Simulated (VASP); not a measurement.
# Mg33O31 (a cell with a defect) in VASP: settings compared

Aim: see how the results for Mg33O31 (a cell with a defect) move with the level of theory and the settings. Levels: HSE06, PBEsol. Tasks: single point.

Program: VASP 6.6.1. These are calculated values, not measurements. Logs are shortened: lines on timing, memory, paths and dates and some standing lists are left out, and cuts for length are marked.

## (1) The cell of the first run

The cell holds a defect, 64 atoms: a = 8.429 Å, b = 8.429 Å, c = 8.429 Å, α = 90.00°, β = 90.00°, γ = 90.00°.

## (2) Single point, HSE06

File POSCAR:

```
Mg33O31
1.0
    8.4288080000      0.0000000000      0.0000000000
    0.0000000000      8.4288080000      0.0000000000
    0.0000000000      0.0000000000      8.4288080000
O Mg
31 33
Direct
    0.2492490000      0.9956840000      0.0014870000
    0.2494580000      0.0127380000      0.5040940000
    0.2476960000      0.4980100000      0.9875770000
    0.7488330000      0.9991010000      0.0021810000
    0.7493980000      0.9996720000      0.5029100000
    0.7454330000      0.4995300000      0.0015100000
    0.7624290000      0.4997690000      0.5040710000
    0.9986680000      0.2489610000      0.9997080000
    0.9943200000      0.2446240000      0.5014230000
    0.9982730000      0.7491570000      0.0026750000
    0.9999840000      0.7544380000      0.5038650000
    0.4989000000      0.2484920000      0.0026910000
    0.5041530000      0.2502660000      0.5038260000
    0.4995460000      0.7498710000      0.0051710000
    0.5030730000      0.7534510000      0.4989050000
    0.9962030000      0.9949400000      0.2520980000
    0.9988530000      0.0007430000      0.7520710000
    0.9763930000      0.4975660000      0.2331310000
    0.9998320000      0.5004300000      0.7489530000
    0.5007380000      0.0004760000      0.2528370000
    0.5002220000      0.0006800000      0.7528620000
    0.5035950000      0.5030310000      0.2609610000
    0.5141690000      0.4974620000      0.7657420000
    0.2472660000      0.2267940000      0.2331690000
    0.2501490000      0.2500780000      0.7489880000
    0.2528120000      0.7538510000      0.2611810000
    0.2471950000      0.7643580000      0.7655300000
    0.7446510000      0.2464700000      0.2521020000
    0.7504580000      0.2491630000      0.7520490000
    0.7501790000      0.7510320000      0.2528350000
    0.7504040000      0.7504980000      0.7528720000
    0.3199680000      0.5699800000      0.4012040000
    0.9984790000      0.9976550000      0.0016240000
    0.9947150000      0.0032780000      0.5024500000
    0.9872820000      0.5012170000      0.9895410000
    0.0041580000      0.4965140000      0.4943950000
    0.4996900000      0.9990960000      0.0030720000
    0.5022410000      0.0029980000      0.5025360000
    0.4987590000      0.4995820000      0.0056030000
    0.5383840000      0.4869650000      0.5344930000
    0.2509570000      0.2375880000      0.9895860000
    0.2462300000      0.2544710000      0.4944660000
    0.2493080000      0.7490490000      0.0055220000
    0.2368060000      0.7886000000      0.5340700000
    0.7473900000      0.2487550000      0.0016370000
    0.7530200000      0.2449770000      0.5024370000
    0.7488310000      0.7499460000      0.0030750000
    0.7526870000      0.7525020000      0.5025180000
    0.2491580000      0.9952090000      0.2505150000
    0.2496460000      0.0073250000      0.7581910000
    0.1963070000      0.4467760000      0.2013170000
    0.2554500000      0.5056830000      0.7452570000
    0.7476720000      0.9979500000      0.2517640000
    0.7496660000      0.9999280000      0.7532340000
    0.7448590000      0.4994200000      0.2505560000
    0.7571290000      0.4999310000      0.7582580000
    0.9870590000      0.2373120000      0.2517480000
    0.9995490000      0.2498270000      0.7496740000
    0.9991830000      0.7463210000      0.2523990000
    0.9979170000      0.7512740000      0.7555170000
    0.4960370000      0.2494790000      0.2523680000
    0.5010070000      0.2481310000      0.7556090000
    0.5080670000      0.7583390000      0.2494410000
    0.4991570000      0.7494700000      0.7536420000
```

File INCAR.step1:

```
SYSTEM = Mg33O31
ALGO = Normal ; EDIFF = 1E-5
ENCUT = 520 ; GGA = PE
ISIF = 2 ; ISMEAR = -1
LASPH = .TRUE. ; LCHARG = .FALSE.
LREAL = Auto ; LWAVE = .TRUE.
NBANDS = 164 ; NELM = 80
PREC = Accurate ; SIGMA = 0.05
```

File INCAR.step2:

```
SYSTEM = Mg33O31
ALGO = Normal ; EDIFF = 1E-6
ENCUT = 520 ; GGA = PE
HFSCREEN = 0.2079 ; ISIF = 2
ISMEAR = -1 ; ISTART = 1
LASPH = .TRUE. ; LCHARG = .FALSE.
LHFCALC = .TRUE. ; LREAL = Auto
LWAVE = .FALSE. ; NBANDS = 164
NELM = 80 ; PREC = Accurate
PRECFOCK = Fast ; SIGMA = 0.05
```

File KPOINTS:

```
k-points
0
G
  1 1 1
  0 0 0
```

Potentials or basis: VASP PAW PBE potentials, release 64 (O, Mg).

Command:

```console
$ cat potpaw_PBE.64/O/POTCAR potpaw_PBE.64/Mg/POTCAR > POTCAR
$ cp INCAR.step1 INCAR
$ mpirun -np 1 vasp_gam > vasp.out
$ cp INCAR.step2 INCAR
$ mpirun -np 1 vasp_gam > vasp.out
```

OUTCAR:

```text
SYSTEM = Mg33O31
   EDIFF = 1E-6
   ENCUT = 520
   GGA = PE
   HFSCREEN = 0.2079
   ISIF = 2
   ISMEAR = -1
   ISTART = 1
   LASPH = .TRUE.
   LHFCALC = .TRUE.
   LREAL = Auto
   NELM = 80
   PREC = Accurate
   PRECFOCK = Fast

 ion  position               nearest neighbor table
   1  0.249  0.996  0.001-  41 2.04  50 2.05  43 2.08  49 2.10  37 2.11  33 2.11
   2  0.249  0.013  0.504-  44 1.91  42 2.04  38 2.13  50 2.14  49 2.14  34 2.15
   3  0.248  0.498  0.988-  51 1.90  52 2.04  43 2.12  39 2.12  35 2.20  41 2.20
   4  0.749  0.999  0.002-  54 2.10  37 2.10  47 2.10  53 2.10  33 2.10  45 2.10
   5  0.749  1.000  0.503-  46 2.07  34 2.07  38 2.08  48 2.08  54 2.11  53 2.12
   6  0.745  0.500  0.002-  35 2.04  56 2.05  39 2.08  55 2.10  47 2.11  45 2.11
   7  0.762  0.500  0.504-  40 1.91  36 2.04  48 2.13  55 2.14  56 2.14  46 2.15
   8  0.999  0.249  1.000-  58 2.11  45 2.12  33 2.12  57 2.13  35 2.13  41 2.13
   9  0.994  0.245  0.501-  46 2.03  34 2.03  58 2.09  57 2.11  36 2.13  42 2.13
  10  0.998  0.749  0.003-  60 2.08  33 2.09  35 2.09  47 2.10  59 2.11  43 2.12
  11  1.000  0.754  0.504-  44 2.03  48 2.08  34 2.10  59 2.12  60 2.12  36 2.18
  12  0.499  0.248  0.003-  62 2.08  45 2.09  41 2.09  37 2.10  61 2.10  39 2.12
  13  0.504  0.250  0.504-  40 2.03  38 2.08  46 2.10  61 2.12  62 2.12  42 2.18
  14  0.500  0.750  0.005-  63 2.06  37 2.10  47 2.10  43 2.11  39 2.11  64 2.12
  15  0.503  0.753  0.499-  63 2.10  38 2.10  48 2.10  64 2.15  44 2.28  40 2.29  32 2.33
  16  0.996  0.995  0.252-  57 2.04  53 2.09  59 2.10  34 2.11  33 2.11  49 2.13
  17  0.999  0.001  0.752-  58 2.10  54 2.10  60 2.10  33 2.10  34 2.10  50 2.12
  18  0.976  0.498  0.233-  51 1.92  55 1.96  35 2.06  59 2.11  57 2.20  36 2.21
  19  1.000  0.500  0.749-  35 2.03  56 2.05  58 2.11  60 2.12  36 2.15  52 2.16
  20  0.501  0.000  0.253-  63 2.04  53 2.08  61 2.10  38 2.10  37 2.11  49 2.12
  21  0.500  0.001  0.753-  62 2.09  54 2.10  37 2.11  38 2.11  50 2.11  64 2.12
  22  0.504  0.503  0.261-  32 2.03  55 2.04  61 2.14  39 2.15  63 2.15  40 2.33  51 2.68
  23  0.514  0.497  0.766-  40 1.96  39 2.03  56 2.05  62 2.11  64 2.13  52 2.19
  24  0.247  0.227  0.233-  51 1.92  49 1.96  41 2.06  61 2.11  57 2.20  42 2.21
  25  0.250  0.250  0.749-  41 2.03  50 2.05  58 2.11  62 2.12  42 2.15  52 2.16
  26  0.253  0.754  0.261-  32 2.03  49 2.04  59 2.14  63 2.15  43 2.16  44 2.32  51 2.68
  27  0.247  0.764  0.766-  44 1.96  43 2.03  50 2.05  60 2.11  64 2.13  52 2.19
  28  0.745  0.246  0.252-  57 2.04  53 2.09  61 2.10  46 2.11  45 2.11  55 2.13
  29  0.750  0.249  0.752-  58 2.10  54 2.10  62 2.10  45 2.10  46 2.10  56 2.12
  30  0.750  0.751  0.253-  63 2.04  53 2.08  59 2.10  48 2.10  47 2.11  55 2.12
  31  0.750  0.750  0.753-  60 2.09  54 2.10  47 2.11  48 2.11  56 2.11  64 2.12
  32  0.320  0.570  0.401-  22 2.03  26 2.03  51 2.24  40 2.27  44 2.27  15 2.33  63 2.58  42 2.84
                            36 2.84  52 3.00  61 3.33  59 3.33
  33  0.998  0.998  0.002-  10 2.09  17 2.10   4 2.10  16 2.11   1 2.11   8 2.12  57 2.92  60 2.94
                            41 2.94  50 2.95  54 2.96  47 2.96  43 2.98  49 2.98  53 2.99  59 2.99
  34  0.995  0.003  0.502-   9 2.03   5 2.07  11 2.10  17 2.10  16 2.11   2 2.15  44 2.74  46 2.88
                            57 2.89  48 2.94  58 2.94  54 2.96  53 2.97  42 3.00  60 3.01  49 3.02
  35  0.987  0.501  0.990-  19 2.03   6 2.04  18 2.06  10 2.09   8 2.13   3 2.20  51 2.55  56 2.75
                            60 2.89  47 2.91  58 2.93  45 2.94  55 3.00  59 3.03  43 3.04  52 3.06
  36  0.004  0.497  0.494-   7 2.04   9 2.13  19 2.15  11 2.18  18 2.21  32 2.84  42 2.89  59 2.93
                            51 2.98  58 2.99  52 2.99  57 3.00  46 3.00  55 3.00  48 3.03  56 3.05
  37  0.500  0.999  0.003-   4 2.10  14 2.10  12 2.10  20 2.11  21 2.11   1 2.11  63 2.90  41 2.91
                            50 2.95  62 2.96  53 2.96  45 2.96  49 2.97  47 2.97  64 2.97  61 2.98
  38  0.502  0.003  0.503-   5 2.08  13 2.08  15 2.10  20 2.10  21 2.11   2 2.13  44 2.89  46 2.94
                            53 2.96  61 2.96  63 2.97  54 2.97  62 2.97  48 2.99  64 3.01  49 3.01
  39  0.499  0.500  0.006-  23 2.03   6 2.08  14 2.11  12 2.12   3 2.12  22 2.15  55 2.93  61 2.96
                            43 2.97  45 2.98  47 2.98  62 2.99  64 2.99  63 3.00  52 3.00  56 3.01
  40  0.538  0.487  0.534-   7 1.91  23 1.96  13 2.03  32 2.27  15 2.29  22 2.33  56 2.64  46 2.74
                            62 2.76  48 2.89  64 2.90  55 2.96  52 2.98  61 3.13  42 3.17  63 3.33
  41  0.251  0.238  0.990-  25 2.03   1 2.04  24 2.06  12 2.09   8 2.13   3 2.20  51 2.55  50 2.75
[... 5 lines left out ...]
  44  0.237  0.789  0.534-   2 1.91  27 1.96  11 2.03  32 2.27  15 2.28  26 2.32  50 2.64  34 2.74
                            60 2.76  38 2.89  64 2.90  49 2.96  52 2.98  59 3.13  36 3.17  63 3.32
  45  0.747  0.249  0.002-  12 2.09  29 2.10   4 2.10  28 2.11   6 2.11   8 2.12  57 2.92  62 2.93
                            35 2.94  56 2.95  54 2.96  37 2.96  39 2.98  55 2.98  53 2.99  61 2.99
  46  0.753  0.245  0.502-   9 2.03   5 2.07  13 2.10  29 2.10  28 2.11   7 2.15  40 2.74  34 2.88
                            57 2.89  38 2.94  58 2.94  54 2.96  53 2.97  36 3.00  62 3.01  55 3.02
  47  0.749  0.750  0.003-   4 2.10  14 2.10  10 2.10  30 2.11  31 2.11   6 2.11  63 2.90  35 2.91
                            56 2.95  60 2.96  53 2.96  33 2.96  55 2.97  37 2.97  64 2.97  59 2.98
[... 269 lines left out ...]
   NELM   =     80;   NELMIN=  2; NELMDL=  0     # of ELM steps
   EDIFF  = 0.1E-05   stopping-criterion for ELM
   LREAL  =      T    real-space projection
   EDIFFG = 0.1E-04   stopping-criterion for IOM
   NSW    =      0    number of steps for IOM
   IBRION =     -1    ionic relax: 0-MD 1-quasi-New 2-CG
   NFREE  =      0    steps in history (QN), initial steepest desc. (CG)
   ISIF   =      2    stress and relaxation
   ISYM   =      3    0-nonsym 1-usesym 2-fastsym
   POTIM  = 0.5000    time-step for ionic-motion
   TEBEG  =    0.0;   TEEND  =   0.0 temperature during run
   PSTRESS=    0.0 pullay stress
   NELECT =     252.0000    total number of electrons
   NUPDOWN=      -1.0000    fix difference up-down
   EMIN   =  10.00;   EMAX   =-10.00  energy-range for DOS
   EFERMI =   0.00;   METHOD = LEGACY
   ISMEAR =    -1;   SIGMA  =   0.05  broadening in eV -4-tet -1-fermi 0-gaus
   EFERMI_NEDOS =   21; number of points for ismear=-14 and -15
   IALGO  =     38    algorithm
   IMIX   =      1    mixing-type and parameters
     AMIX     =   0.40;   BMIX     =  1.00
     AMIX_MAG =   1.60;   BMIX_MAG =  1.00
  volume/ion in A,a.u.               =       9.36        63.14
  Fermi-wavevector in a.u.,A,eV,Ry     =   1.226805  2.318325 20.477453  1.505050
  Thomas-Fermi vector in A             =   2.361792
   LORBIT       =      0    0 simple, 1 ext, 2 COOP (PROOUT), +10 PAW based schemes
   GGA     = PE    functional components
   LHFCALC =     T    Hartree Fock is set to
   PRECFOCK=fast      Normal, Fast or Accurate (Low or Medium for compatibility)
   ENCUT4O =  -1.0   cutoff for four orbital integrals eV
   NKREDX  =     1    reduce k-point grid by
   NKREDY  =     1    reduce k-point grid by
   NKREDZ  =     1    reduce k-point grid by
   AEXX    =    0.2500 exact exchange contribution
   HFSCREEN=    0.2079 screening length (either q_TF or 0.3 A-1)
   HFSCREENC=   0.2079 screening length for correlation (either q_TF or 0.3 A-1)
   ENCUTFOCK=  -1.0 apply spherical cutoff to Coloumb kernel
   IVDW    =     0    specifies the selected vdW correction
   LEPSILON=     F    determine dielectric tensor
   LRPA    =     F    only Hartree local field effects (RPA)
 non-spin polarized calculation
  energy-cutoff  :      520.00
  volume of cell :      598.82
 maximum number of plane-waves:      8068
 NGX is ok and might be reduce to    64
  NGX = 32; NGY = 32; NGZ = 32

 number of electron     251.9999993 magnetization

 Free energy of the ion-electron system (eV)
  ---------------------------------------------------
  ext. energy  EPLUGINS =         0.00000000
  ---------------------------------------------------
  free energy    TOTEN  =      -432.01465623 eV

  energy without entropy =     -432.01268846  energy(sigma->0) =     -432.01367235

 E-fermi :   8.4726     XC(G=0):  -9.1135

 val. band max:        8.1397768644   @ k =   0.0000   0.0000   0.0000
 cond. band min:       8.8053435209   @ k =   0.0000   0.0000   0.0000
 fundamental gap:      0.6655666565
 Fermi energy:         8.4725601060

 k-point     1 :       0.0000    0.0000    0.0000
  band No.  band energies     occupation
      1     -16.8858      2.00000
      2     -16.2186      2.00000
      3     -16.1913      2.00000
      4     -16.1116      2.00000
      5     -16.1003      2.00000
      6     -16.0482      2.00000
[... 130 lines left out ...]
    137      12.3267      0.00000
    138      12.5030      0.00000
 [bands above 138 left out]

------------------------ aborting loop because EDIFF is reached ----------------------------------------

  FORCE on cell =-STRESS in cart. coord.  units (eV):
  Direction    XX          YY          ZZ          XY          YZ          ZX
  --------------------------------------------------------------------------------------
  -------------------------------------------------------------------------------------
  Total       23.7126237     23.6876134     21.8058639      2.6576605      9.3240100      9.3705899
  in kB       63.4441684     63.3772520     58.3425485      7.1106877     24.9467990     25.0714257
  external PRESSURE =      61.7213230 kB  Pullay stress =       0.0000000 kB

 VOLUME and BASIS-vectors are now :
 -----------------------------------------------------------------------------
  energy-cutoff  :      520.00
  volume of cell :      598.82
      direct lattice vectors                 reciprocal lattice vectors
     8.428808000  0.000000000  0.000000000     0.118640738  0.000000000  0.000000000
     0.000000000  8.428808000  0.000000000     0.000000000  0.118640738  0.000000000
     0.000000000  0.000000000  8.428808000     0.000000000  0.000000000  0.118640738

 POSITION                                       TOTAL-FORCE (eV/Angst)
 -----------------------------------------------------------------------------------
      2.10087      8.39243      0.01253         0.009535      0.010545     -0.095811
      2.10263      0.10737      4.24891         0.002324     -0.093598      0.083445
      2.08778      4.19763      8.32410        -0.008679     -0.009939     -0.065825
      6.31177      8.42123      0.01838        -0.009600     -0.008095     -0.035216
      6.31653      8.42604      4.23893        -0.017135     -0.017810      0.024571
      6.28311      4.21044      0.01273         0.009919      0.010702     -0.097707
[... 56 lines left out ...]
      4.28240      6.39189      2.10249        -0.053462     -0.049866      0.016131
      4.20730      6.31714      6.35230        -0.049204     -0.050948     -0.030054
 -----------------------------------------------------------------------------------
    total drift:                                0.004064      0.005878     -0.111931

  FREE ENERGIE OF THE ION-ELECTRON SYSTEM (eV)
  ---------------------------------------------------
  free  energy   TOTEN  =      -432.0146562319 eV

  energy  without entropy=     -432.0126884645  energy(sigma->0) =     -432.01367235
```

It took 14 min on 1 thread of AMD EPYC 7R13 (Zen 3), shared host; peak memory 0.83 GiB.

What came out:

| Property | Result |
| --- | --- |
| Free energy | -432.0147 eV |
| Pressure | 6.2 GPa |
| Largest force | 0.446 eV/Å |
| Band gap on the k mesh | 0.67 eV |

Forces on the atoms (eV/Å):
```
O    0.010  0.011 -0.096
O    0.002 -0.094  0.083
O   -0.009 -0.010 -0.066
O   -0.010 -0.008 -0.035
O   -0.017 -0.018  0.025
O    0.010  0.011 -0.098
O   -0.093  0.001  0.087
O   -0.026 -0.026 -0.039
O   -0.085 -0.087  0.087
O   -0.016  0.030 -0.054
O   -0.001  0.040  0.052
O    0.029 -0.015 -0.052
O    0.043 -0.006  0.055
O    0.018  0.018 -0.047
O    0.249  0.243  0.032
O   -0.050  0.031 -0.016
O   -0.016 -0.007  0.025
O   -0.375 -0.018 -0.239
O   -0.087  0.001  0.067
O    0.079 -0.032 -0.020
O    0.008 -0.028  0.002
O    0.221  0.039  0.037
O    0.231  0.014  0.180
O   -0.018 -0.372 -0.239
O    0.001 -0.086  0.068
O    0.038  0.224  0.032
O    0.014  0.234  0.178
O    0.033 -0.053 -0.015
O   -0.007 -0.018  0.027
O   -0.032  0.079 -0.019
O   -0.029  0.007  0.001
Mg  -0.122 -0.121  0.019
Mg   0.009  0.015  0.040
Mg   0.011 -0.001 -0.032
Mg   0.000 -0.006  0.057
Mg   0.110  0.006 -0.083
Mg  -0.010 -0.003  0.016
Mg  -0.010  0.003 -0.018
Mg  -0.004  0.007  0.003
Mg  -0.201  0.055 -0.007
Mg  -0.008 -0.001  0.055
Mg   0.005  0.110 -0.082
Mg   0.006 -0.005  0.004
Mg   0.053 -0.197  0.006
Mg   0.015  0.009  0.042
Mg  -0.003  0.011 -0.033
Mg  -0.003 -0.009  0.015
Mg   0.002 -0.007 -0.015
Mg  -0.010  0.055 -0.027
Mg   0.001 -0.022  0.024
Mg  -0.068 -0.072  0.088
Mg   0.067  0.067 -0.066
Mg   0.024  0.026 -0.012
Mg  -0.006 -0.007  0.006
Mg   0.059 -0.011 -0.030
Mg  -0.025  0.003  0.024
Mg   0.073  0.076  0.023
Mg   0.033  0.031 -0.009
Mg   0.063 -0.075  0.036
Mg   0.038 -0.040 -0.036
Mg  -0.073  0.062  0.038
Mg  -0.042  0.040 -0.038
Mg  -0.053 -0.050  0.016
Mg  -0.049 -0.051 -0.030
```

Levels at points of the mesh, in eV from the valence-band top:
| k point | band 122 | band 123 | band 124 | band 125 | band 126 | band 127 | band 128 | band 129 | band 130 | band 131 |
| --- | --- | --- | --- | --- | --- | --- | --- | --- | --- | --- |
| (0.00, 0.00, 0.00) | -6.29 | -6.26 | -6.21 | -3.71 | 0.00 | 0.67 | 1.29 | 2.10 | 3.23 | 3.34 |

Caveat: the k points lie up to 0.75 Å⁻¹ apart; the PAW data sets were made with another functional, which shifts forces and pressure a little.

## (3) Single point, PBEsol

File INCAR:

```
  PREC = Accurate
  ENCUT = 520
  EDIFF = 1E-7
  ISMEAR = -1
  SIGMA = 0.05
  LREAL = Auto
  LASPH = T
  NELM = 60
  ALGO = Normal
  ISIF = 2
  LWAVE = F
  LCHARG = F
  GGA = PS
  NBANDS = 164
```

File KPOINTS:

```
Automatic mesh
0
Gamma
  1 1 1
```

POSCAR is that of step 2.

Potentials or basis: VASP PAW PBE potentials, release 64 (O, Mg).

Command:

```console
$ cat potpaw_PBE.64/O/POTCAR potpaw_PBE.64/Mg/POTCAR > POTCAR
$ mpirun -np 1 vasp_gam > vasp.out
```

It took 4.9 min on 1 thread of Intel Xeon 6975P-C, shared host; peak memory 0.54 GiB.

The run converged. Its results:

| Quantity | Value |
| --- | --- |
| Free energy | -379.8477 eV |
| Pressure | 7.9 GPa |
| Largest force | 0.366 eV/Å |
| Band gap on the k mesh | 0.14 eV |

Forces on the atoms (eV/Å):
```
O    0.005  0.000 -0.036
O    0.005  0.015  0.034
O   -0.003 -0.004 -0.087
O   -0.007 -0.006 -0.018
O   -0.029 -0.030  0.013
O   -0.001  0.007 -0.037
O    0.016  0.003  0.037
O    0.050  0.051  0.026
O    0.200  0.198 -0.065
O    0.046 -0.042 -0.017
O    0.136 -0.142  0.021
O   -0.042  0.047 -0.015
O   -0.139  0.133  0.026
O   -0.051 -0.051 -0.055
O   -0.192 -0.199  0.127
O    0.037  0.023  0.038
O    0.050 -0.008 -0.034
O    0.129 -0.082  0.209
O    0.111  0.019 -0.103
O   -0.024 -0.008  0.047
O   -0.052 -0.051 -0.052
O   -0.170 -0.011  0.206
O   -0.176  0.093 -0.121
O   -0.083  0.132  0.209
O    0.019  0.113 -0.103
O   -0.012 -0.168  0.201
O    0.094 -0.174 -0.123
O    0.025  0.035  0.038
O   -0.009  0.048 -0.032
O   -0.009 -0.023  0.047
O   -0.052 -0.053 -0.053
Mg   0.139  0.139 -0.232
Mg  -0.067  0.014  0.031
Mg   0.017 -0.036 -0.027
Mg   0.004 -0.003 -0.047
Mg  -0.268  0.080  0.127
Mg   0.067 -0.008 -0.008
Mg  -0.021  0.045  0.007
Mg  -0.015  0.008  0.033
Mg   0.189 -0.054 -0.080
Mg  -0.005  0.003 -0.050
Mg   0.079 -0.269  0.127
Mg   0.008 -0.017  0.035
Mg  -0.057  0.193 -0.066
Mg   0.015 -0.067  0.032
Mg  -0.038  0.017 -0.029
Mg  -0.007  0.068 -0.009
Mg   0.044 -0.019  0.009
Mg  -0.023 -0.012 -0.003
Mg   0.009  0.034  0.003
Mg   0.084  0.078 -0.348
Mg  -0.080 -0.078  0.203
Mg   0.034  0.035 -0.078
Mg  -0.012 -0.013  0.070
Mg  -0.009 -0.024 -0.005
Mg   0.031  0.011  0.004
Mg  -0.125 -0.123 -0.101
Mg  -0.014 -0.016  0.072
Mg  -0.029  0.088 -0.038
Mg  -0.085  0.019  0.030
Mg   0.090 -0.030 -0.036
Mg   0.018 -0.084  0.028
Mg   0.033  0.036 -0.115
Mg   0.120  0.118  0.131
```

Stress tensor (GPa, compression positive):
```
8.01 0.43 2.13
0.43 8.00 2.11
2.13 2.11 7.59
```

Levels at points of the mesh, in eV from the valence-band top:
```
           k point  band 123  band 124  band 125  band 126  band 127  band 128  band 129  band 130
(0.00, 0.00, 0.00)     -4.93     -4.89     -3.38      0.00      0.14      0.60      1.41      2.57
```

Caveat: the k points lie up to 0.75 Å⁻¹ apart; the PAW data sets were made with another functional, which shifts forces and pressure a little.
